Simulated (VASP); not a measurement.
# AlN (zinc blende type) (F-43m) in VASP: single point with HSE06

Aim: the single point of AlN (zinc blende type) with HSE06.

All numbers are computed with VASP 6.6.1; they aren't measurements. Logs are shortened: lines on timing, memory, paths and dates and some standing lists are left out, and cuts for length are marked.

## 1. The cell of the first run

The structure is cubic, space group F-43m (No. 216). The conventional cell has a = 4.400 Å, b = 4.400 Å, c = 4.400 Å, α = 90.00°, β = 90.00°, γ = 90.00°. Al (site symmetry -43m) has 4 N at 1.91 Å within 2.5 Å. Within 2.5 Å of N (site symmetry -43m) lie 4 Al at 1.91 Å.

## 2. Single point, HSE06

POSCAR reads:

```
AlN
1.0
    0.0000000000      2.2000000000      2.2000000000
    2.2000000000      0.0000000000      2.2000000000
    2.2000000000      2.2000000000      0.0000000000
Al N
1 1
Direct
    0.0000000000      0.0000000000      0.0000000000
    0.2500000000      0.2500000000      0.2500000000
```

INCAR.step1 reads:

```
PREC = Accurate
ENCUT = 520
EDIFF = 1E-5
ISMEAR = -1
SIGMA = 0.02
LREAL = False
LASPH = True
NELM = 80
ALGO = Normal
ISIF = 2
LWAVE = True
LCHARG = False
GGA = PE
NBANDS = 11
```

INCAR.step2 reads:

```
PREC = Accurate
ENCUT = 520
EDIFF = 1E-7
ISMEAR = -1
SIGMA = 0.02
LREAL = False
LASPH = True
NELM = 80
ALGO = Normal
ISIF = 2
LWAVE = False
LCHARG = False
GGA = PE
LHFCALC = True
HFSCREEN = 0.2079
PRECFOCK = Normal
ISTART = 1
NBANDS = 11
```

KPOINTS reads:

```
Automatic mesh
0
Gamma
  6 6 6
```

Potentials or basis: VASP PAW PBE potentials, release 64 (Al, N).

The run is started by

```sh
> cat potpaw_PBE.64/Al/POTCAR potpaw_PBE.64/N/POTCAR > POTCAR
> cp INCAR.step1 INCAR
> mpirun -np 1 vasp_std > vasp.out
> cp INCAR.step2 INCAR
> mpirun -np 1 vasp_std > vasp.out
```

OUTCAR:

```text
PREC = Accurate
   ENCUT = 520
   EDIFF = 1E-7
   ISMEAR = -1
   LREAL = False
   LASPH = True
   NELM = 80
   ISIF = 2
   GGA = PE
   LHFCALC = True
   HFSCREEN = 0.2079
   PRECFOCK = Normal
   ISTART = 1

 ion  position               nearest neighbor table
   1  0.000  0.000  0.000-   2 1.91   2 1.91   2 1.91   2 1.91
   2  0.250  0.250  0.250-   1 1.91   1 1.91   1 1.91   1 1.91

  LATTYP: Found a face centered cubic cell.
 ALAT       =     4.4000000000

  Lattice vectors:

 A1 = (   0.0000000000,   2.2000000000,   2.2000000000)
 A2 = (   2.2000000000,   0.0000000000,   2.2000000000)
 A3 = (   2.2000000000,   2.2000000000,   0.0000000000)

Analysis of symmetry for initial positions (statically):
=====================================================================
 Subroutine PRICEL returns:
 Original cell was already a primitive cell.

 Routine SETGRP: Setting up the symmetry group for a
 face centered cubic supercell.

 Subroutine GETGRP returns: Found 24 space group operations
 (whereof 24 operations were pure point group operations)
 out of a pool of 48 trial point group operations.

The static configuration has the point symmetry T_d .

Analysis of symmetry for dynamics (positions and initial velocities):
=====================================================================
 Subroutine PRICEL returns:
 Original cell was already a primitive cell.

 Routine SETGRP: Setting up the symmetry group for a
 face centered cubic supercell.

 Subroutine GETGRP returns: Found 24 space group operations
 (whereof 24 operations were pure point group operations)
 out of a pool of 48 trial point group operations.

The dynamic configuration has the point symmetry T_d .

 Subroutine INISYM returns: Found 24 space group operations
 (whereof 24 operations are pure point group operations),
 and found     1 'primitive' translations

----------------------------------------------------------------------------------------

                                     Primitive cell

  volume of cell :      21.2960

  direct lattice vectors                    reciprocal lattice vectors
     0.000000000  2.200000000  2.200000000    -0.227272727  0.227272727  0.227272727
[... 86 lines left out ...]
   TEBEG  =    0.0;   TEEND  =   0.0 temperature during run
   PSTRESS=    0.0 pullay stress
   NELECT =       8.0000    total number of electrons
   NUPDOWN=      -1.0000    fix difference up-down
   EMIN   =  10.00;   EMAX   =-10.00  energy-range for DOS
   EFERMI =   0.00;   METHOD = LEGACY
   ISMEAR =    -1;   SIGMA  =   0.02  broadening in eV -4-tet -1-fermi 0-gaus
   EFERMI_NEDOS =   21; number of points for ismear=-14 and -15
   IALGO  =     38    algorithm
   IMIX   =      1    mixing-type and parameters
     AMIX     =   0.40;   BMIX     =  1.00
     AMIX_MAG =   1.60;   BMIX_MAG =  1.00
  volume/ion in A,a.u.               =      10.65        71.86
  Fermi-wavevector in a.u.,A,eV,Ry     =   1.181242  2.232223 18.984648  1.395332
  Thomas-Fermi vector in A             =   2.317519
   LORBIT       =      0    0 simple, 1 ext, 2 COOP (PROOUT), +10 PAW based schemes
   GGA     = PE    functional components
   LHFCALC =     T    Hartree Fock is set to
   PRECFOCK=normal    Normal, Fast or Accurate (Low or Medium for compatibility)
   ENCUT4O =  -1.0   cutoff for four orbital integrals eV
   NKREDX  =     1    reduce k-point grid by
   NKREDY  =     1    reduce k-point grid by
   NKREDZ  =     1    reduce k-point grid by
   AEXX    =    0.2500 exact exchange contribution
   HFSCREEN=    0.2079 screening length (either q_TF or 0.3 A-1)
   HFSCREENC=   0.2079 screening length for correlation (either q_TF or 0.3 A-1)
   ENCUTFOCK=  -1.0 apply spherical cutoff to Coloumb kernel
   IVDW    =     0    specifies the selected vdW correction
   LEPSILON=     F    determine dielectric tensor
   LRPA    =     F    only Hartree local field effects (RPA)
 non-spin polarized calculation
  energy-cutoff  :      520.00
  volume of cell :       21.30
 maximum number of plane-waves:       588
  NGX = 18; NGY = 18; NGZ = 18

 number of electron       8.0000001 magnetization

 Free energy of the ion-electron system (eV)
  ---------------------------------------------------
  ext. energy  EPLUGINS =         0.00000000
  ---------------------------------------------------
  free energy    TOTEN  =       -17.38709695 eV

  energy without entropy =      -17.38709695  energy(sigma->0) =      -17.38709695

 E-fermi :   5.3433     XC(G=0):  -8.9396

 val. band max:        4.8500360578   @ k =   0.0000   0.0000   0.0000
 cond. band min:       9.3811609457   @ k =   0.5000   0.5000   0.0000
 fundamental gap:      4.5311248879
 Fermi energy:         5.3432560973

 k-point     1 :       0.0000    0.0000    0.0000
  band No.  band energies     occupation
      1     -11.4962      2.00000
      2       4.8500      2.00000
      3       4.8500      2.00000
      4       4.8500      2.00000
      5      10.1888      0.00000
      6      18.8589      0.00000
      7      18.8589      0.00000
      8      18.8589      0.00000
      9      24.2524      0.00000
     10      24.2524      0.00000
     11      25.6025      0.00000
[... 197 lines left out ...]
 k-point    16 :      -0.3333    0.5000    0.1667
  band No.  band energies     occupation
      1      -8.6799      2.00000
      2       0.2142      2.00000
      3       1.8676      2.00000
      4       2.2177      2.00000
      5      11.3827      0.00000
      6      16.5984      0.00000
      7      19.4119      0.00000
      8      19.5888      0.00000
      9      23.2023      0.00000
     10      26.8308      0.00000
     11      31.2673      0.00000

------------------------ aborting loop because EDIFF is reached ----------------------------------------

  FORCE on cell =-STRESS in cart. coord.  units (eV):
  Direction    XX          YY          ZZ          XY          YZ          ZX
  --------------------------------------------------------------------------------------
  -------------------------------------------------------------------------------------
  Total       -0.6625825     -0.6625825     -0.6625825      0.0000000     -0.0000000      0.0000000
  in kB      -49.8485497    -49.8485497    -49.8485497      0.0000000     -0.0000000      0.0000000
  external PRESSURE =     -49.8485497 kB  Pullay stress =       0.0000000 kB

 VOLUME and BASIS-vectors are now :
 -----------------------------------------------------------------------------
  energy-cutoff  :      520.00
  volume of cell :       21.30
      direct lattice vectors                 reciprocal lattice vectors
     0.000000000  2.200000000  2.200000000    -0.227272727  0.227272727  0.227272727
     2.200000000  0.000000000  2.200000000     0.227272727 -0.227272727  0.227272727
     2.200000000  2.200000000  0.000000000     0.227272727  0.227272727 -0.227272727

 POSITION                                       TOTAL-FORCE (eV/Angst)
 -----------------------------------------------------------------------------------
      0.00000      0.00000      0.00000        -0.000000     -0.000000     -0.000000
      1.10000      1.10000      1.10000         0.000000      0.000000      0.000000
 -----------------------------------------------------------------------------------
    total drift:                               -0.000000     -0.000000     -0.000000

  FREE ENERGIE OF THE ION-ELECTRON SYSTEM (eV)
  ---------------------------------------------------
  free  energy   TOTEN  =       -17.3870969481 eV

  energy  without entropy=      -17.3870969481  energy(sigma->0) =      -17.38709695
```

OUTCAR.step1:

```text
PREC = Accurate
   ENCUT = 520
   EDIFF = 1E-5
   ISMEAR = -1
   LREAL = False
[... 434 lines left out ...]
      0.00000      0.00000      0.00000         0.000000      0.000000      0.000000
      1.10000      1.10000      1.10000        -0.000000     -0.000000     -0.000000
 -----------------------------------------------------------------------------------
    total drift:                                0.000000      0.000000      0.000000

  FREE ENERGIE OF THE ION-ELECTRON SYSTEM (eV)
  ---------------------------------------------------
  free  energy   TOTEN  =       -14.8455696604 eV

  energy  without entropy=      -14.8455696604  energy(sigma->0) =      -14.84556966
```

OSZICAR.step1:

```text
N       E                     dE             d eps       ncg     rms          rms(c)
DAV:   1     0.118964591279E+02    0.11896E+02   -0.40645E+03   352   0.615E+02
DAV:   2    -0.162427620315E+02   -0.28139E+02   -0.27113E+02   406   0.137E+02
DAV:   3    -0.171819462389E+02   -0.93918E+00   -0.93806E+00   424   0.244E+01
DAV:   4    -0.171867154589E+02   -0.47692E-02   -0.47690E-02   400   0.192E+00
DAV:   5    -0.171867728979E+02   -0.57439E-04   -0.57439E-04   435   0.203E-01    0.852E+00
DAV:   6    -0.148541910983E+02    0.23326E+01   -0.11911E+01   408   0.172E+01    0.281E+00
DAV:   7    -0.148520834627E+02    0.21076E-02   -0.16163E-01   379   0.319E+00    0.203E+00
DAV:   8    -0.148469700814E+02    0.51134E-02   -0.28909E-02   382   0.161E+00    0.588E-01
DAV:   9    -0.148455099309E+02    0.14602E-02   -0.41297E-03   430   0.382E-01    0.234E-01
DAV:  10    -0.148455591896E+02   -0.49259E-04   -0.44160E-04   382   0.135E-01    0.166E-02
DAV:  11    -0.148455698556E+02   -0.10666E-04   -0.11481E-05   397   0.251E-02    0.169E-02
DAV:  12    -0.148455696604E+02    0.19516E-06   -0.61485E-07   194   0.585E-03
   1 F= -.14845570E+02 E0= -.14845570E+02  d E =-.266889E-12
```

Wall time 16 min (1 thread of AMD EPYC 7R13, shared host); peak memory 0.21 GiB.

Results:

```yaml
Free_energy: -17.3871 eV
Pressure: -5.0 GPa
Band_gap_on_the_k_mesh: 4.53 eV (least direct gap 5.34 eV)
```

Caveat: the cell stands under tension; the PAW data sets were made with another functional, which shifts forces and pressure a little. A k mesh can miss the band edges.
